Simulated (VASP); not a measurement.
Wanted: the native input for a VASP 6.6.1 run.

```yaml
Task: single point
Functional: PBE
Potentials_or_basis: VASP PAW PBE potentials, release 64 (Ru_pv, Al)
Cutoff: 520 eV
k_mesh: 12 × 12 × 7
Occupations: fermi-dirac, width 0.1 eV
Spin: no spin polarisation
Dipole_correction: no
Further_INCAR_settings: ALGO = Normal; EDIFF = 1e-06; NBANDS = 25
```

The structure of AlRu (NiAs type) lies in POSCAR:

```
AlRu
1.0
    2.4951273438      0.0000000000      0.0000000000
   -1.2475636719      2.1608436654      0.0000000000
    0.0000000000      0.0000000000      6.9570969410
Ru Al
2 2
Direct
    0.0000000000      0.0000000000      0.0000000000
    0.0000000000      0.0000000000      0.5000000000
    0.3333333333      0.6666666667      0.2500000000
    0.6666666667      0.3333333333      0.7500000000
```

One way to write it, as run:

INCAR

```
ALGO     = Normal         # electronic algorithm
EDIFF    = 1E-6           # SCF threshold, eV
ENCUT    = 520            # plane-wave cutoff, eV
GGA      = PE             # functional
ISIF     = 2              # what is computed and relaxed
ISMEAR   = -1             # smearing method
LASPH    = T              # aspherical terms in the spheres
LCHARG   = T              # write CHGCAR
LELF     = T              # ELF
LREAL    = F              # projectors in reciprocal space
LVHAR    = T            
LWAVE    = F              # write WAVECAR
NBANDS   = 25             # bands
NELM     = 60             # most SCF steps
PREC     = Accurate       # precision mode
SIGMA    = 0.1            # smearing width, eV
```

KPOINTS

```
k-points
0
Gamma
  12 12 7
```

Potentials or basis: VASP PAW PBE potentials, release 64 (Ru_pv, Al).

Launch:

```sh
$ cat potpaw_PBE.64/Ru_pv/POTCAR potpaw_PBE.64/Al/POTCAR > POTCAR
$ mpirun -np 1 vasp_std > vasp.out
```

It gave:

| Property | Result |
| --- | --- |
| Pressure | 191.0 GPa |
| Band gap on the k mesh | zero (bands 17 and 18 overlap by 3.74 eV) |

Caveat: the cell stands under pressure.

Run time: 27 s on 1 thread of Intel(R) Xeon(R) 6975P-C (Granite Rapids), on a shared host, peak memory 0.19 GiB.
